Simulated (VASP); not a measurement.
# LiH (P1) in VASP: a series of runs

LiH is run at these levels: PBE; tasks: single point.

Everything below comes from runs of VASP 6.6.1. Logs are shortened: lines on timing, memory, paths and dates and some standing lists are left out, and cuts for length are marked.

## 1. The cell of the first run

The typed cell holds 16 atoms: a = 5.768 Å, b = 5.768 Å, c = 5.768 Å, α = 60.00°, β = 60.00°, γ = 60.00°.

## 2. Single point, PBE

INCAR reads:

```
  ALGO = Normal
  EDIFF = 1E-6
  ENCUT = 520
  GGA = PE
  ISIF = 2
  ISMEAR = -1
  LASPH = True
  LCHARG = False
  LREAL = Auto
  LWAVE = False
  NBANDS = 30
  NELM = 100
  PREC = Accurate
  SIGMA = 0.0388
```

KPOINTS reads:

```
Automatic mesh
0
Gamma
  2 2 2
  0.5 0.5 0.5
```

POSCAR reads:

```
LiH
1.0
   -4.0785050826     -4.0785050826      0.0000000000
   -4.0785050826      0.0000000000     -4.0785050826
    0.0000000000     -4.0785050826     -4.0785050826
Li H
8 8
Direct
    0.4746104175      0.4965044689      0.5242803323
   -0.0004364344      0.5140206908      0.4892537730
    0.5124354286     -0.0047025809      0.4794191647
   -0.0177129852      0.0017571389      0.5132541109
    0.4728686028      0.5225980983      0.0206281464
   -0.0205789862      0.5059283875      0.0517796339
    0.4845632064      0.0134145965     -0.0080550347
   -0.0148634117     -0.0058194117     -0.0039881034
    0.2191886443      0.2065148830      0.2502304102
    0.7139520341      0.2834590068      0.2761739846
    0.2193592951      0.7674522740      0.2616272331
    0.7476266275      0.7435952484      0.2339013881
    0.2536088540      0.2506651283      0.6935685852
    0.7652376145      0.2643916038      0.7098673267
    0.1953400778      0.7468051255      0.7777674505
    0.7450818225      0.7049666340      0.7595917958
```

Potentials or basis: VASP PAW PBE potentials, release 64 (Li_sv, H).

Run with:

```console
$ cat potpaw_PBE.64/Li_sv/POTCAR potpaw_PBE.64/H/POTCAR > POTCAR
$ mpirun -np 1 vasp_std > vasp.out
```

OUTCAR:

```text
EDIFF = 1E-6
   ENCUT = 520
   GGA = PE
   ISIF = 2
   ISMEAR = -1
   LASPH = True
   LREAL = Auto
   NELM = 100
   PREC = Accurate

 ion  position               nearest neighbor table
   1  0.475  0.497  0.524-
   2  1.000  0.514  0.489-
   3  0.512  0.995  0.479-
   4  0.982  0.002  0.513-
   5  0.473  0.523  0.021-
   6  0.979  0.506  0.052-  12 1.72
   7  0.485  0.013  0.992-
   8  0.985  0.994  0.996-
   9  0.219  0.207  0.250-
  10  0.714  0.283  0.276-
  11  0.219  0.767  0.262-
  12  0.748  0.744  0.234-   6 1.72
  13  0.254  0.251  0.694-
  14  0.765  0.264  0.710-
  15  0.195  0.747  0.778-
  16  0.745  0.705  0.760-

  LATTYP: Found a face centered cubic cell.
 ALAT       =     8.1570101652

  Lattice vectors:

 A1 = (  -4.0785050826,  -4.0785050826,   0.0000000000)
 A2 = (  -4.0785050826,   0.0000000000,  -4.0785050826)
 A3 = (   0.0000000000,  -4.0785050826,  -4.0785050826)

Analysis of symmetry for initial positions (statically):
=====================================================================
 Subroutine PRICEL returns:
 Original cell was already a primitive cell.

 Routine SETGRP: Setting up the symmetry group for a
 face centered cubic supercell.

 Subroutine GETGRP returns: Found  1 space group operations
 (whereof  1 operations were pure point group operations)
 out of a pool of 48 trial point group operations.

The static configuration has the point symmetry C_1 .

Analysis of symmetry for dynamics (positions and initial velocities):
=====================================================================
 Subroutine PRICEL returns:
 Original cell was already a primitive cell.

 Routine SETGRP: Setting up the symmetry group for a
 face centered cubic supercell.

 Subroutine GETGRP returns: Found  1 space group operations
 (whereof  1 operations were pure point group operations)
 out of a pool of 48 trial point group operations.

The dynamic configuration has the point symmetry C_1 .

 Subroutine INISYM returns: Found  1 space group operations
 (whereof  1 operations are pure point group operations),
 and found     1 'primitive' translations

----------------------------------------------------------------------------------------

                                     Primitive cell

  volume of cell :     135.6854

  direct lattice vectors                    reciprocal lattice vectors
    -4.078505083 -4.078505083  0.000000000    -0.122593938 -0.122593938  0.122593938
    -4.078505083  0.000000000 -4.078505083    -0.122593938  0.122593938 -0.122593938
     0.000000000 -4.078505083 -4.078505083     0.122593938 -0.122593938 -0.122593938

  length of vectors
     5.767877202  5.767877202  5.767877202     0.212338930  0.212338930  0.212338930

  position of ions in fractional coordinates (direct lattice)
     0.474610418  0.496504469  0.524280332
     0.999563566  0.514020691  0.489253773
     0.512435429  0.995297419  0.479419165
     0.982287015  0.001757139  0.513254111
     0.472868603  0.522598098  0.020628146
     0.979421014  0.505928387  0.051779634
[... 8 lines left out ...]
     0.195340078  0.746805126  0.777767451
     0.745081822  0.704966634  0.759591796

  ion indices of the primitive-cell ions
   primitive index   ion index
                 1           1
                 2           2
                 3           3
                 4           4
                 5           5
                 6           6
[... 8 lines left out ...]
                15          15
                16          16

----------------------------------------------------------------------------------------

 KPOINTS: Automatic mesh

Automatic generation of k-mesh.
 Grid dimensions read from file:
 generate k-points for:    2    2    2

 Generating k-lattice:

  Cartesian coordinates                     Fractional coordinates (reciprocal lattice)
    -0.061296969 -0.061296969  0.061296969     0.500000000  0.000000000  0.000000000
    -0.061296969  0.061296969 -0.061296969     0.000000000  0.500000000  0.000000000
     0.061296969 -0.061296969 -0.061296969     0.000000000  0.000000000  0.500000000

  Length of vectors
     0.106169465  0.106169465  0.106169465

  Shift w.r.t. Gamma in fractional coordinates (k-lattice)
     0.500000000  0.500000000  0.500000000

 Subroutine IBZKPT returns following result:
 ===========================================

 Found     16 irreducible k-points:

 Following reciprocal coordinates:
            Coordinates               Weight
  0.250000  0.250000  0.250000      2.000000
  0.250000  0.000000  0.000000      2.000000
  0.000000  0.000000 -0.250000      2.000000
  0.000000  0.250000  0.000000      2.000000
 -0.250000  0.250000  0.250000      2.000000
  0.250000 -0.250000  0.250000      2.000000
[... 8 lines left out ...]
  0.000000  0.250000  0.500000      2.000000
  0.500000  0.250000  0.000000      2.000000
   k-points           NKPTS =     16   k-points in BZ     NKDIM =     16   number of bands    NBANDS=     30
   number of dos      NEDOS =    301   number of ions     NIONS =     16
   total plane-waves  NPLWV = 110592
   dimension x,y,z NGX =    48 NGY =   48 NGZ =   48
   dimension x,y,z NGXF=    96 NGYF=   96 NGZF=   96
   ions per type =               8   8
   NGX,Y,Z   is equivalent  to a cutoff of  13.83, 13.83, 13.83 a.u.
   NGXF,Y,Z  is equivalent  to a cutoff of  27.67, 27.67, 27.67 a.u.
 SYSTEM =  unknown system
   PREC   = accura    normal or accurate (medium, high low for compatibility)
   ISTART =      0    job   : 0-new  1-cont  2-samecut
   ICHARG =      2    charge: 1-file 2-atom 10-const
   ISPIN  =      1    spin polarized calculation?
   LNONCOLLINEAR =      F non collinear calculations
   LSORBIT =      F    spin-orbit coupling
   LASPH  =      T    aspherical Exc in radial PAW
   ENCUT  =  520.0 eV  38.22 Ry    6.18 a.u.  10.72 10.72 10.72*2*pi/ulx,y,z
   NELM   =    100;   NELMIN=  2; NELMDL= -5     # of ELM steps
   EDIFF  = 0.1E-05   stopping-criterion for ELM
   LREAL  =      T    real-space projection
   EDIFFG = 0.1E-04   stopping-criterion for IOM
   NSW    =      0    number of steps for IOM
   IBRION =     -1    ionic relax: 0-MD 1-quasi-New 2-CG
   NFREE  =      0    steps in history (QN), initial steepest desc. (CG)
   ISIF   =      2    stress and relaxation
   ISYM   =      2    0-nonsym 1-usesym 2-fastsym
   POTIM  = 0.5000    time-step for ionic-motion
   TEBEG  =    0.0;   TEEND  =   0.0 temperature during run
   PSTRESS=    0.0 pullay stress
   NELECT =      32.0000    total number of electrons
   NUPDOWN=      -1.0000    fix difference up-down
   EMIN   =  10.00;   EMAX   =-10.00  energy-range for DOS
   EFERMI =   0.00;   METHOD = LEGACY
   ISMEAR =    -1;   SIGMA  =   0.04  broadening in eV -4-tet -1-fermi 0-gaus
   EFERMI_NEDOS =   21; number of points for ismear=-14 and -15
   IALGO  =     38    algorithm
   IMIX   =      4    mixing-type and parameters
     AMIX     =   0.40;   BMIX     =  1.00
     AMIX_MAG =   1.60;   BMIX_MAG =  1.00
  volume/ion in A,a.u.               =       8.48        57.23
  Fermi-wavevector in a.u.,A,eV,Ry     =   1.011456  1.911375 13.919358  1.023044
  Thomas-Fermi vector in A             =   2.144507
   LORBIT       =      0    0 simple, 1 ext, 2 COOP (PROOUT), +10 PAW based schemes
   GGA     = PE    functional components
   LHFCALC =     F    Hartree Fock is set to
   AEXX    =    0.0000 exact exchange contribution
   IVDW    =     0    specifies the selected vdW correction
   LEPSILON=     F    determine dielectric tensor
   LRPA    =     F    only Hartree local field effects (RPA)
 non-spin polarized calculation
  energy-cutoff  :      520.00
  volume of cell :      135.69
 maximum number of plane-waves:      3660
 NGX is ok and might be reduce to    48
   NGX = 21   NGY = 21   NGZ = 21

 number of electron      31.9999999 magnetization

 Free energy of the ion-electron system (eV)
  ---------------------------------------------------
  ext. energy  EPLUGINS =         0.00000000
  ---------------------------------------------------
  free energy    TOTEN  =       -48.31673772 eV

  energy without entropy =      -48.31673772  energy(sigma->0) =      -48.31673772

 E-fermi :   0.4142     XC(G=0):  -8.3298

 val. band max:       -0.4794814963   @ k =   0.2500   0.0000   0.0000
 cond. band min:       3.4483958896   @ k =   0.2500   0.0000   0.0000
 fundamental gap:      3.9278773859
 Fermi energy:         0.4141771891

 k-point     1 :       0.2500    0.2500    0.2500
  band No.  band energies     occupation
      1     -44.6709      2.00000
      2     -44.6573      2.00000
      3     -44.6105      2.00000
      4     -44.5863      2.00000
      5     -44.3545      2.00000
      6     -44.2949      2.00000
[... 20 lines left out ...]
     27      10.5010      0.00000
     28      10.6146      0.00000

 k-point     2 :       0.2500    0.0000    0.0000
  band No.  band energies     occupation
      1     -44.6723      2.00000
      2     -44.6559      2.00000
      3     -44.6096      2.00000
      4     -44.5873      2.00000
      5     -44.3541      2.00000
      6     -44.2956      2.00000
[... 20 lines left out ...]
     27      10.4498      0.00000
     28      10.5648      0.00000

 k-point     3 :       0.0000    0.0000   -0.2500
  band No.  band energies     occupation
      1     -44.6722      2.00000
      2     -44.6558      2.00000
      3     -44.6103      2.00000
      4     -44.5868      2.00000
      5     -44.3547      2.00000
      6     -44.2949      2.00000
[... 367 lines left out ...]
      2     -44.6573      2.00000
      3     -44.6100      2.00000
      4     -44.5875      2.00000
      5     -44.3545      2.00000
      6     -44.2946      2.00000
[... 20 lines left out ...]
     27       8.7124      0.00000
     28       9.2502      0.00000

 k-point    16 :       0.5000    0.2500    0.0000
  band No.  band energies     occupation
      1     -44.6698      2.00000
      2     -44.6575      2.00000
      3     -44.6092      2.00000
      4     -44.5881      2.00000
      5     -44.3537      2.00000
      6     -44.2959      2.00000
[... 20 lines left out ...]
     27       8.6622      0.00000
     28       9.3027      0.00000
 [bands above 28 left out]

------------------------ aborting loop because EDIFF is reached ----------------------------------------

  FORCE on cell =-STRESS in cart. coord.  units (eV):
  Direction    XX          YY          ZZ          XY          YZ          ZX
  --------------------------------------------------------------------------------------
  -------------------------------------------------------------------------------------
  Total       -0.7988325     -1.7853011      0.1332042      0.0755407     -0.0186095     -0.1486932
  in kB       -9.4326402    -21.0808946      1.5728799      0.8919875     -0.2197412     -1.7557742
  external PRESSURE =      -9.6468850 kB  Pullay stress =       0.0000000 kB

 VOLUME and BASIS-vectors are now :
 -----------------------------------------------------------------------------
  energy-cutoff  :      520.00
  volume of cell :      135.69
      direct lattice vectors                 reciprocal lattice vectors
    -4.078505083 -4.078505083  0.000000000    -0.122593938 -0.122593938  0.122593938
    -4.078505083  0.000000000 -4.078505083    -0.122593938  0.122593938 -0.122593938
     0.000000000 -4.078505083 -4.078505083     0.122593938 -0.122593938 -0.122593938

 POSITION                                       TOTAL-FORCE (eV/Angst)
 -----------------------------------------------------------------------------------
     -3.96070     -4.07398     -4.16328        -0.054922      0.076688      0.052246
     -6.17316     -6.07215     -4.09186         0.392680     -0.215865     -0.143748
     -6.14930     -4.04528     -6.01464         0.146614      0.032549     -0.283533
     -4.01343     -6.09957     -2.10048         0.075023      0.062201      0.106911
     -4.06002     -2.01273     -2.21555        -0.118614     -0.086262      0.291612
     -6.05801     -4.20576     -2.27461         0.268682      0.488453      0.669706
[... 8 lines left out ...]
     -3.84254     -3.96882     -6.21798        -0.267548     -0.276783      0.222848
     -5.91403     -6.13682     -5.97321        -0.321818      0.276168     -0.384493
 -----------------------------------------------------------------------------------
    total drift:                                0.001116     -0.000244      0.002522

  FREE ENERGIE OF THE ION-ELECTRON SYSTEM (eV)
  ---------------------------------------------------
  free  energy   TOTEN  =       -48.3167377199 eV

  energy  without entropy=      -48.3167377199  energy(sigma->0) =      -48.31673772
```

Wall time 5.8 min (1 thread of AMD EPYC 7R43 (Zen 3), shared host); peak memory 0.24 GiB.

Results:

* Free energy: -48.3167 eV
* Largest force: 0.871 eV/Å
* Band gap on the k mesh: 3.93 eV

Forces on the atoms (eV/Å):
```
Li  -0.055  0.077  0.052
Li   0.393 -0.216 -0.144
Li   0.147  0.033 -0.284
Li   0.075  0.062  0.107
Li  -0.119 -0.086  0.292
Li   0.269  0.488  0.670
Li   0.146  0.033  0.138
Li  -0.388  0.107 -0.133
H   -0.718 -0.208 -0.257
H    0.191  0.121  0.578
H    0.044  0.105  0.319
H   -0.094  0.020 -0.627
H    0.176 -0.428 -0.238
H    0.523 -0.106 -0.312
H   -0.268 -0.277  0.223
H   -0.322  0.276 -0.384
```

Levels at points of the mesh, in eV from the valence-band top:
```tsv
k point	band 12	band 13	band 14	band 15	band 16	band 17	band 18	band 19	band 20	band 21
(0.25, 0.25, 0.25)	-1.92	-1.78	-0.67	-0.28	-0.04	4.06	4.37	4.94	5.16	5.33
```

Caveat: the k points lie up to 0.67 Å⁻¹ apart; the cutoff is under 1.25 times the usual one of these potentials, so pressure, stress and relaxed cells hold a basis-set (Pulay) error; the atoms stand as in a frame of molecular dynamics; a shifted mesh leaves out Γ, where band edges can lie. A k mesh can miss the band edges.

## 3. Single point, PBE

INCAR reads:

```
SYSTEM = LiH
PREC = Accurate ; ENCUT = 520
EDIFF = 1E-6 ; ISMEAR = -1
SIGMA = 0.0388 ; LREAL = Auto
LASPH = .True. ; NELM = 100
ALGO = Normal ; ISIF = 2
LWAVE = .False. ; LCHARG = .False.
GGA = PE ; NBANDS = 30
```

KPOINTS is that of step 2.

POSCAR reads:

```
LiH
1.0
   -4.0785050826     -4.0785050826      0.0000000000
   -4.0785050826      0.0000000000     -4.0785050826
    0.0000000000     -4.0785050826     -4.0785050826
Li H
8 8
Direct
    0.4774721278      0.4812955875      0.5390640579
    0.0036892194      0.4706434002      0.5258673108
    0.4837912323      0.0019857766      0.5069891929
   -0.0245912407     -0.0007285758      0.5003246186
    0.5003670361      0.4957042983      0.0218017382
   -0.0117459704      0.5077919380      0.0012639435
    0.4788864941      0.0290898252      0.0279705426
   -0.0301747816      0.0028608521      0.0295586244
    0.1948255510      0.3162232175      0.2446952939
    0.7712271865      0.2316010354      0.2110260948
    0.2439891529      0.8106433443      0.2367904368
    0.7403744605      0.7356489545      0.2914665977
    0.2427774344      0.2580938306      0.7787215991
    0.7279388991      0.2254138419      0.7520832849
    0.2834762926      0.7228843511      0.7499192567
    0.7254667924      0.7484369734      0.7480456535
```

Potentials or basis: VASP PAW PBE potentials, release 64 (Li_sv, H).

Run with:

```console
$ cat potpaw_PBE.64/Li_sv/POTCAR potpaw_PBE.64/H/POTCAR > POTCAR
$ mpirun -np 1 vasp_std > vasp.out
```

Wall time 5.9 min (1 thread of AMD EPYC 7R43 (Zen 3), shared host); peak memory 0.25 GiB.

It converged, with:

- Free energy: -48.2656 eV
- Largest force: 0.954 eV/Å
- Band gap on the k mesh: 4.09 eV

Forces on the atoms (eV/Å):
```
Li  -0.505  0.104 -0.086
Li   0.033  0.443 -0.355
Li   0.227 -0.368  0.077
Li  -0.005 -0.119 -0.062
Li  -0.161  0.462 -0.119
Li  -0.023  0.023 -0.184
Li   0.308  0.093  0.312
Li  -0.067 -0.235  0.702
H    0.051 -0.723  0.436
H    0.177  0.026 -0.937
H    0.532 -0.240  0.321
H   -0.194  0.403  0.132
H    0.058  0.400  0.341
H   -0.342 -0.317 -0.139
H    0.146  0.379 -0.417
H   -0.236 -0.331 -0.023
```

Levels at points of the mesh, in eV from the valence-band top:
```csv
k point,band 14,band 15,band 16,band 17,band 18,band 19
"(0.25, 0.25, 0.25)",-0.47,-0.21,-0.01,4.11,4.43,4.80
```

Caveat: the k points lie up to 0.67 Å⁻¹ apart; the cutoff is under 1.25 times the usual one of these potentials, so pressure, stress and relaxed cells hold a basis-set (Pulay) error; the atoms stand as in a frame of molecular dynamics; a shifted mesh leaves out Γ, where band edges can lie.

## 4. Single point, PBE

INCAR reads:

```
PREC = Accurate
ENCUT = 520
EDIFF = 1E-6
ISMEAR = -1
SIGMA = 0.0388
LREAL = Auto
LASPH = True
NELM = 80
ALGO = Normal
ISIF = 2
LWAVE = False
LCHARG = True
GGA = PE
LELF = True
LVHAR = True
NBANDS = 30
```

KPOINTS is that of step 3.

POSCAR reads:

```
LiH
1.0
   -4.0785050826     -4.0785050826      0.0000000000
   -4.0785050826      0.0000000000     -4.0785050826
    0.0000000000     -4.0785050826     -4.0785050826
Li H
8 8
Direct
    0.4876135887      0.4803756426      0.5282949160
   -0.0304996555      0.4793052749      0.5335030743
    0.4699117596      0.0252907617      0.5361892301
   -0.0071746876     -0.0395385066      0.5143252141
    0.4941266369      0.5138564149      0.0071062802
   -0.0150819967      0.5529285742     -0.0198722322
    0.5067225511     -0.0052630804      0.0736008645
   -0.0254751429     -0.0125297135      0.0645862871
    0.2966982940      0.2665367526      0.2444063400
    0.7705505906      0.2143524361      0.2691114704
    0.2684745949      0.7536146058      0.2415517402
    0.7419596001      0.7595903247      0.2678699616
    0.2651162566      0.2253149086      0.7969807403
    0.7350709241      0.2515128654      0.7793626428
    0.2429551956      0.7909106240      0.7303004262
    0.7373992282      0.7679614066      0.7614249430
```

Run with:

```console
$ cat potpaw_PBE.64/Li_sv/POTCAR potpaw_PBE.64/H/POTCAR > POTCAR
$ mpirun -np 1 vasp_std > vasp.out
```

It took 4.9 min on 1 thread of AMD EPYC 7R43 (Zen 3), shared host; peak memory 0.25 GiB.

Results (log left out):

```yaml
Free_energy: -48.3085 eV
Largest_force: 0.912 eV/Å
Band_gap_on_the_k_mesh: 4.28 eV (least direct gap 4.30 eV)
```

Forces in eV/Å, atoms in the order of the input:
```
Li  -0.141 -0.090 -0.014
Li  -0.203 -0.071  0.132
Li   0.028 -0.123  0.136
Li  -0.441  0.057 -0.369
Li  -0.024 -0.056 -0.037
Li   0.366 -0.549  0.194
Li   0.025  0.881  0.231
Li  -0.516  0.185  0.400
H    0.463  0.170 -0.338
H   -0.154  0.123 -0.568
H    0.247 -0.199 -0.248
H    0.081 -0.363  0.233
H   -0.149  0.487 -0.169
H   -0.132  0.002  0.070
H    0.424 -0.229  0.092
H    0.126 -0.225  0.254
```

Levels at points of the mesh, in eV from the valence-band top:
```
           k point  band 13  band 14  band 15  band 16  band 17  band 18  band 19  band 20
(0.25, 0.25, 0.25)    -1.68    -0.36    -0.22    -0.03     4.31     4.56     4.65     5.37
```

Caveat: the k points lie up to 0.67 Å⁻¹ apart; the cutoff is under 1.25 times the usual one of these potentials, so pressure, stress and relaxed cells hold a basis-set (Pulay) error; the atoms stand as in a frame of molecular dynamics; a shifted mesh leaves out Γ, where band edges can lie. A k mesh can miss the band edges.

## 5. Summary

| cell | gap on the mesh (eV) | largest force (eV/Å) |
| --- | --- | --- |
| as given, atomic positions A | 3.93 | 0.87 |
| as given, atomic positions B | 4.09 | 0.95 |
| as given, atomic positions C | 4.28 | 0.91 |

Alike in all rows: task single point; level PBE; potentials or basis VASP PAW PBE potentials, release 64 (Li_sv, H); no spin polarisation; k mesh 2 × 2 × 2, shifted; cutoff (eV) 520; smearing fermi-dirac 0.0388 eV.

Caveats: all runs use coarse meshes; the cutoff is under 1.25 times the usual one of these potentials, so pressure, stress and relaxed cells hold a basis-set (Pulay) error; the atoms stand as in a frame of molecular dynamics; a shifted mesh leaves out Γ, where band edges can lie.

Total energies depend on the potentials used, so only differences within one code and one set of settings carry meaning.
